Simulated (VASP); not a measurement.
# Ir (P6_3/mmc) in VASP: notebook

The runs below take Ir through single point, with PBE.

Program: VASP 6.6.1. These are calculated values, not measurements. Logs are shortened: lines on timing, memory, paths and dates and some standing lists are left out, and cuts for length are marked.

### Step 1. The cell of the first run

It takes space group P6_3/mmc (No. 194, hexagonal). The conventional cell has a = 2.803 Å, b = 2.803 Å, c = 4.453 Å, α = 90.00°, β = 90.00°, γ = 120.00°. Within 3.6 Å of Ir (site symmetry -6m2) lie 12 Ir at 2.75 to 2.80 Å.

### Step 2. Single point, PBE

File INCAR:

```
  PREC = Accurate
  ENCUT = 520
  EDIFF = 1E-6
  ISMEAR = 0
  SIGMA = 0.15
  LREAL = F
  LASPH = T
  NELM = 60
  ALGO = Normal
  ISIF = 2
  LWAVE = F
  LCHARG = T
  GGA = PE
  LELF = T
  LVHAR = T
  NBANDS = 16
```

File KPOINTS:

```
Automatic mesh
0
Gamma
  18 18 10
```

File POSCAR:

```
Ir
1.0
    2.8028000000      0.0000000000      0.0000000000
   -1.4014000000      2.4272960017      0.0000000000
    0.0000000000      0.0000000000      4.4529609382
Ir
2
Direct
    0.6666666667      0.3333333333      0.7500000000
    0.3333333333      0.6666666667      0.2500000000
```

Potentials or basis: VASP PAW PBE potentials, release 64 (Ir).

Command:

```bash
$ cat potpaw_PBE.64/Ir/POTCAR > POTCAR
$ mpirun -np 1 vasp_std > vasp.out
```

OUTCAR:

```text
PREC = Accurate
   ENCUT = 520
   EDIFF = 1E-6
   ISMEAR = 0
   LREAL = F
   LASPH = T
   NELM = 60
   ISIF = 2
   GGA = PE

 ion  position               nearest neighbor table
   1  0.667  0.333  0.750-   2 2.75   2 2.75   2 2.75   2 2.75   2 2.75   2 2.75
   2  0.333  0.667  0.250-   1 2.75   1 2.75   1 2.75   1 2.75   1 2.75   1 2.75

  LATTYP: Found a hexagonal cell.
 ALAT       =     2.8028000000
 C/A-ratio  =     1.5887544378

  Lattice vectors:

 A1 = (   2.8028000000,   0.0000000000,   0.0000000000)
 A2 = (  -1.4014000000,   2.4272960017,   0.0000000000)
 A3 = (   0.0000000000,   0.0000000000,   4.4529609382)

Analysis of symmetry for initial positions (statically):
=====================================================================
 Subroutine PRICEL returns:
 Original cell was already a primitive cell.

 Routine SETGRP: Setting up the symmetry group for a
 hexagonal supercell.

 Subroutine GETGRP returns: Found 24 space group operations
 (whereof 12 operations were pure point group operations)
 out of a pool of 24 trial point group operations.

The static configuration has the point symmetry D_3d.
 The point group associated with its full space group is D_6h.

Analysis of symmetry for dynamics (positions and initial velocities):
=====================================================================
 Subroutine PRICEL returns:
 Original cell was already a primitive cell.

 Routine SETGRP: Setting up the symmetry group for a
 hexagonal supercell.

 Subroutine GETGRP returns: Found 24 space group operations
 (whereof 12 operations were pure point group operations)
 out of a pool of 24 trial point group operations.

The dynamic configuration has the point symmetry D_3d.
 The point group associated with its full space group is D_6h.

 Subroutine INISYM returns: Found 24 space group operations
 (whereof 12 operations are pure point group operations),
 and found     1 'primitive' translations

----------------------------------------------------------------------------------------

                                     Primitive cell

  volume of cell :      30.2945

  direct lattice vectors                    reciprocal lattice vectors
     2.802800000  0.000000000  0.000000000     0.356786071  0.205990534  0.000000000
    -1.401400000  2.427296002  0.000000000     0.000000000  0.411981068  0.000000000
     0.000000000  0.000000000  4.452960938     0.000000000  0.000000000  0.224569677

  length of vectors
     2.802800000  2.802800000  4.452960938     0.411981068  0.411981068  0.224569677

  position of ions in fractional coordinates (direct lattice)
     0.666666667  0.333333333  0.750000000
     0.333333333  0.666666667  0.250000000

  ion indices of the primitive-cell ions
   primitive index   ion index
                 1           1
                 2           2

----------------------------------------------------------------------------------------

 KPOINTS: Automatic mesh

Automatic generation of k-mesh.
 Grid dimensions read from file:
 generate k-points for:   18   18   10

 Generating k-lattice:

  Cartesian coordinates                     Fractional coordinates (reciprocal lattice)
     0.019821448  0.011443919  0.000000000     0.055555556 -0.000000000  0.000000000
     0.000000000  0.022887837  0.000000000     0.000000000  0.055555556  0.000000000
     0.000000000  0.000000000  0.022456968     0.000000000  0.000000000  0.100000000

  Length of vectors
     0.022887837  0.022887837  0.022456968

  Shift w.r.t. Gamma in fractional coordinates (k-lattice)
     0.000000000  0.000000000  0.000000000

 Subroutine IBZKPT returns following result:
 ===========================================

 Found    222 irreducible k-points:

 Following reciprocal coordinates:
            Coordinates               Weight
  0.000000  0.000000  0.000000      1.000000
  0.055556 -0.000000  0.000000      6.000000
  0.111111 -0.000000  0.000000      6.000000
  0.166667  0.000000  0.000000      6.000000
  0.222222  0.000000  0.000000      6.000000
  0.277778 -0.000000  0.000000      6.000000
[... 16 lines left out ...]
  0.333333  0.111111  0.000000     12.000000
  0.388889  0.111111  0.000000     12.000000
 [... further k-points ...]
   k-points           NKPTS =    222   k-points in BZ     NKDIM =    222   number of bands    NBANDS=     16
   number of dos      NEDOS =    301   number of ions     NIONS =      2
   total plane-waves  NPLWV =  20736
   dimension x,y,z NGX =    24 NGY =   24 NGZ =   36
   dimension x,y,z NGXF=    48 NGYF=   48 NGZF=   72
   ions per type =               2
   NGX,Y,Z   is equivalent  to a cutoff of  14.24, 14.24, 13.44 a.u.
   NGXF,Y,Z  is equivalent  to a cutoff of  28.47, 28.47, 26.88 a.u.
 SYSTEM =  unknown system
   PREC   = accura    normal or accurate (medium, high low for compatibility)
   ISTART =      0    job   : 0-new  1-cont  2-samecut
   ICHARG =      2    charge: 1-file 2-atom 10-const
   ISPIN  =      1    spin polarized calculation?
   LNONCOLLINEAR =      F non collinear calculations
   LSORBIT =      F    spin-orbit coupling
   LASPH  =      T    aspherical Exc in radial PAW
   ENCUT  =  520.0 eV  38.22 Ry    6.18 a.u.   5.21  5.21  8.28*2*pi/ulx,y,z
   NELM   =     60;   NELMIN=  2; NELMDL= -5     # of ELM steps
   EDIFF  = 0.1E-05   stopping-criterion for ELM
   LREAL  =      F    real-space projection
   EDIFFG = 0.1E-04   stopping-criterion for IOM
   NSW    =      0    number of steps for IOM
   IBRION =     -1    ionic relax: 0-MD 1-quasi-New 2-CG
   NFREE  =      0    steps in history (QN), initial steepest desc. (CG)
   ISIF   =      2    stress and relaxation
   ISYM   =      2    0-nonsym 1-usesym 2-fastsym
   POTIM  = 0.5000    time-step for ionic-motion
   TEBEG  =    0.0;   TEEND  =   0.0 temperature during run
   PSTRESS=    0.0 pullay stress
   NELECT =      18.0000    total number of electrons
   NUPDOWN=      -1.0000    fix difference up-down
   EMIN   =  10.00;   EMAX   =-10.00  energy-range for DOS
   EFERMI =   0.00;   METHOD = LEGACY
   ISMEAR =     0;   SIGMA  =   0.15  broadening in eV -4-tet -1-fermi 0-gaus
   EFERMI_NEDOS =   21; number of points for ismear=-14 and -15
   IALGO  =     38    algorithm
   IMIX   =      4    mixing-type and parameters
     AMIX     =   0.40;   BMIX     =  1.00
     AMIX_MAG =   1.60;   BMIX_MAG =  1.00
  volume/ion in A,a.u.               =      15.15       102.22
  Fermi-wavevector in a.u.,A,eV,Ry     =   1.376294  2.600818 25.771939  1.894184
  Thomas-Fermi vector in A             =   2.501551
   LORBIT       =      0    0 simple, 1 ext, 2 COOP (PROOUT), +10 PAW based schemes
   GGA     = PE    functional components
   LHFCALC =     F    Hartree Fock is set to
   AEXX    =    0.0000 exact exchange contribution
   IVDW    =     0    specifies the selected vdW correction
   LEPSILON=     F    determine dielectric tensor
   LRPA    =     F    only Hartree local field effects (RPA)
 non-spin polarized calculation
 Gauss-broadening in eV      SIGMA  =   0.15
  energy-cutoff  :      520.00
  volume of cell :       30.29
 maximum number of plane-waves:       832
 NGX is ok and might be reduce to    24
   NGX = 11   NGY = 11   NGZ = 17

 number of electron      18.0000000 magnetization

 Free energy of the ion-electron system (eV)
  ---------------------------------------------------
  ext. energy  EPLUGINS =         0.00000000
  ---------------------------------------------------
  free energy    TOTEN  =       -17.51632175 eV

  energy without entropy =      -17.48781280  energy(sigma->0) =      -17.50206728

 E-fermi :   9.3895     XC(G=0): -13.5827

 val. band max:        9.3744408125   @ k =   0.2222   0.1667   0.4000
 cond. band min:       9.4001022820   @ k =   0.1667   0.1667   0.5000
 fundamental gap:      0.0256614695
 Fermi energy:         9.3894836354

 k-point     1 :       0.0000    0.0000    0.0000
  band No.  band energies     occupation
      1      -1.1391      2.00000
      2       1.9277      2.00000
      3       5.8960      2.00000
      4       5.8960      2.00000
      5       5.9922      2.00000
      6       6.5281      2.00000
[... 8 lines left out ...]
     15      26.0826      0.00000
     16      26.7880      0.00000

 k-point     2 :       0.0556   -0.0000    0.0000
  band No.  band energies     occupation
      1      -1.0280      2.00000
      2       2.0239      2.00000
      3       5.6486      2.00000
      4       5.9864      2.00000
      5       6.2172      2.00000
      6       6.4717      2.00000
[... 8 lines left out ...]
     15      26.2183      0.00000
     16      26.9353      0.00000

 k-point     3 :       0.1111   -0.0000    0.0000
  band No.  band energies     occupation
      1      -0.7028      2.00000
      2       2.2943      2.00000
      3       5.3276      2.00000
      4       6.2537      2.00000
      5       6.2865      2.00000
      6       6.5155      2.00000
[... 8 lines left out ...]
     15      26.5730      0.00000
     16      26.9840      0.00000

 k-point     4 :       0.1667    0.0000    0.0000
  band No.  band energies     occupation
      1      -0.1890      2.00000
      2       2.6707      2.00000
      3       5.0214      2.00000
      4       5.7802      2.00000
      5       6.0823      2.00000
      6       6.5571      2.00000
[... 8 lines left out ...]
     15      26.5222      0.00000
     16      26.6979      0.00000
[... 324 lines left out ...]
 k-point    22 :       0.2778    0.1111    0.0000
  band No.  band energies     occupation
      1       2.1016      2.00000
      2       3.2261      2.00000
      3       3.7939      2.00000
      4       4.8186      2.00000
      5       5.5760      2.00000
      6       6.1857      2.00000
[... 8 lines left out ...]
     15      20.8617      0.00000
     16      24.3660      0.00000

 k-point    23 :       0.3333    0.1111    0.0000
  band No.  band energies     occupation
      1       2.5427      2.00000
      2       3.0315      2.00000
      3       3.4382      2.00000
      4       5.2064      2.00000
      5       5.4831      2.00000
      6       6.3510      2.00000
[... 8 lines left out ...]
     15      19.7121      0.00000
     16      23.6420      0.00000

 k-point    24 :       0.3889    0.1111    0.0000
  band No.  band energies     occupation
      1       2.7548      2.00000
      2       2.8917      2.00000
      3       3.2206      2.00000
      4       5.4394      2.00000
      5       5.6029      2.00000
      6       6.2057      2.00000
[... 8 lines left out ...]
     15      19.5782      0.00000
     16      22.0183      0.00000

 [... further k-points ...]
[... 5 lines left out ...]
  --------------------------------------------------------------------------------------
  -------------------------------------------------------------------------------------
  Total       -2.5527838     -2.5527838     -1.4615341     -0.0000000     -0.0000000      0.0000000
  in kB     -135.0084310   -135.0084310    -77.2957816     -0.0000000     -0.0000000      0.0000000
  external PRESSURE =    -115.7708812 kB  Pullay stress =       0.0000000 kB

 VOLUME and BASIS-vectors are now :
 -----------------------------------------------------------------------------
  energy-cutoff  :      520.00
  volume of cell :       30.29
      direct lattice vectors                 reciprocal lattice vectors
     2.802800000  0.000000000  0.000000000     0.356786071  0.205990534  0.000000000
    -1.401400000  2.427296002  0.000000000     0.000000000  0.411981068  0.000000000
     0.000000000  0.000000000  4.452960938     0.000000000  0.000000000  0.224569677

 POSITION                                       TOTAL-FORCE (eV/Angst)
 -----------------------------------------------------------------------------------
      1.40140      0.80910      3.33972         0.000000      0.000000      0.000000
     -0.00000      1.61820      1.11324        -0.000000     -0.000000      0.000000
 -----------------------------------------------------------------------------------
    total drift:                               -0.000000      0.000000     -0.000000

  FREE ENERGIE OF THE ION-ELECTRON SYSTEM (eV)
  ---------------------------------------------------
  free  energy   TOTEN  =       -17.5163217548 eV

  energy  without entropy=      -17.4878128018  energy(sigma->0) =      -17.50206728
```

Run time: 56 s. Hardware: 1 thread of AMD EPYC 9R45 (Zen 5), shared host; peak memory 0.19 GiB.

Results:

| Property | Result |
| --- | --- |
| Free energy | -17.5163 eV |
| Pressure | -11.6 GPa |
| Band gap on the k mesh | zero (band 9 reaches 10.28 eV, above the bottom of band 10 at 7.25 eV) |

Levels at points of the mesh, in eV from the Fermi level:
| k point | band 6 | band 7 | band 8 | band 9 | band 10 | band 11 | band 12 | band 13 |
| --- | --- | --- | --- | --- | --- | --- | --- | --- |
| (0.00, 0.00, 0.00) | -2.86 | -2.86 | -2.33 | -2.33 | -0.46 | 0.21 | 0.21 | 6.72 |
| (0.50, 0.00, 0.00) | -3.15 | -2.61 | 0.48 | 0.89 | 0.91 | 2.63 | 3.96 | 7.92 |
| (0.00, 0.00, 0.50) | -3.66 | -3.66 | -3.66 | -0.46 | -0.46 | -0.46 | -0.46 | 13.59 |
| (0.50, 0.00, 0.50) | -2.02 | -0.87 | -0.87 | 0.73 | 0.73 | 1.88 | 1.88 | 7.00 |

Caveat: spin-orbit coupling is left out, which moves the levels of the heavy elements.

### Step 3. Single point, PBE

This run uses another cell than the first one, of 15.25 Å³/atom, 1.007 times its volume.

File INCAR:

```
  PREC = Accurate
  ENCUT = 520
  EDIFF = 1E-6
  ISMEAR = 0
  SIGMA = 0.15
  LREAL = False
  LASPH = True
  NELM = 60
  ALGO = Normal
  ISIF = 2
  LWAVE = False
  LCHARG = False
  GGA = PE
  NBANDS = 16
```

File KPOINTS:

```
regular mesh
0
Gamma
  18 18 10
```

File POSCAR:

```
Ir
1.0
    2.8119000000      0.0000000000      0.0000000000
   -1.4059500000      2.4351768329      0.0000000000
    0.0000000000      0.0000000000      4.4529609382
Ir
2
Direct
    0.6666666667      0.3333333333      0.7500000000
    0.3333333333      0.6666666667      0.2500000000
```

Potentials or basis: VASP PAW PBE potentials, release 64 (Ir).

Command:

```bash
$ cat potpaw_PBE.64/Ir/POTCAR > POTCAR
$ mpirun -np 1 vasp_std > vasp.out
```

It took 55 s on 1 thread of AMD EPYC 9R45 (Zen 5), shared host; peak memory 0.2 GiB.

It converged, with:

```yaml
Free_energy: -17.4986 eV
Pressure: -13.3 GPa
Band_gap_on_the_k_mesh: zero (band 9 reaches 10.15 eV, above the bottom of band 10 at 7.17 eV)
```

Stress tensor (GPa, compression positive):
```
-15.47   0.00   0.00
  0.00 -15.47   0.00
  0.00   0.00  -8.98
```

Levels at points of the mesh, in eV from the Fermi level:
| k point | band 6 | band 7 | band 8 | band 9 | band 10 | band 11 | band 12 | band 13 |
| --- | --- | --- | --- | --- | --- | --- | --- | --- |
| (0.00, 0.00, 0.00) | -2.83 | -2.83 | -2.34 | -2.34 | -0.41 | 0.21 | 0.21 | 6.70 |
| (0.50, 0.00, 0.00) | -3.10 | -2.57 | 0.45 | 0.86 | 0.91 | 2.59 | 3.90 | 7.90 |
| (0.00, 0.00, 0.50) | -3.63 | -3.63 | -3.63 | -0.45 | -0.45 | -0.45 | -0.45 | 13.59 |
| (0.50, 0.00, 0.50) | -2.02 | -0.86 | -0.86 | 0.70 | 0.70 | 1.87 | 1.87 | 6.93 |

Caveat: spin-orbit coupling is left out, which moves the levels of the heavy elements.

### Step 4. Single point, PBE

This run uses another cell than the first one, of 15.25 Å³/atom, 1.007 times its volume.

File INCAR:

```
SYSTEM = Ir
PREC = Accurate ; ENCUT = 520
EDIFF = 1E-6 ; ISMEAR = 0
SIGMA = 0.15 ; LREAL = .FALSE.
LASPH = .TRUE. ; NELM = 80
ALGO = Fast ; ISIF = 2
LWAVE = .FALSE. ; LCHARG = .FALSE.
GGA = PE ; NBANDS = 16
```

File KPOINTS:

```
regular mesh
0
G
  18 18 10
  0 0 0
```

File POSCAR:

```
Ir
1.0
    2.7753000000      0.0000000000      0.0000000000
   -1.3876500000      2.4034803031      0.0000000000
    0.0000000000      0.0000000000      4.5717000000
Ir
2
Direct
    0.6666666667      0.3333333333      0.7500000000
    0.3333333333      0.6666666667      0.2500000000
```

Command:

```bash
$ cat potpaw_PBE.64/Ir/POTCAR > POTCAR
$ mpirun -np 1 vasp_std > vasp.out
```

Wall time 87 s (1 thread of AMD EPYC 9R45 (Zen 5), shared host); peak memory 0.19 GiB.

Results (log left out):

- Free energy: -17.5019 eV
- Pressure: -13.6 GPa
- Band gap on the k mesh: zero (band 9 reaches 10.16 eV, above the bottom of band 10 at 7.15 eV)

Stress tensor (GPa, compression positive):
```
-12.00   0.00   0.00
  0.00 -12.00   0.00
  0.00   0.00 -16.90
```

Levels at points of the mesh, in eV from the Fermi level:
| k point | band 6 | band 7 | band 8 | band 9 | band 10 | band 11 | band 12 | band 13 |
| --- | --- | --- | --- | --- | --- | --- | --- | --- |
| (0.00, 0.00, 0.00) | -2.86 | -2.86 | -1.99 | -1.99 | -0.74 | 0.26 | 0.26 | 6.22 |
| (0.50, 0.00, 0.00) | -3.03 | -2.74 | 0.72 | 0.79 | 1.06 | 2.74 | 4.13 | 7.79 |
| (0.00, 0.00, 0.50) | -3.48 | -3.48 | -3.48 | -0.42 | -0.42 | -0.42 | -0.42 | 13.28 |
| (0.50, 0.00, 0.50) | -1.82 | -0.79 | -0.79 | 0.92 | 0.92 | 1.92 | 1.92 | 7.09 |

Caveat: spin-orbit coupling is left out, which moves the levels of the heavy elements.

### Step 5. Summary

```tsv
cell	gap on the mesh (eV)	pressure (GPa)
a = 2.803, b = 2.803, c = 4.453 Å, angles 90.0, 90.0, 120.0°, 2 atoms	none	-11.6
a = 2.812, b = 2.812, c = 4.453 Å, angles 90.0, 90.0, 120.0°, 2 atoms	none	-13.3
a = 2.775, b = 2.775, c = 4.572 Å, angles 90.0, 90.0, 120.0°, 2 atoms	none	-13.6
```

Alike in all rows: task single point; level PBE; potentials or basis VASP PAW PBE potentials, release 64 (Ir); no spin polarisation; k mesh 18 × 18 × 10; cutoff (eV) 520; smearing gaussian 0.15 eV.

Caveats: spin-orbit coupling is left out, which moves the levels of the heavy elements.

Total energies depend on the potentials used, so only differences within one code and one set of settings carry meaning.
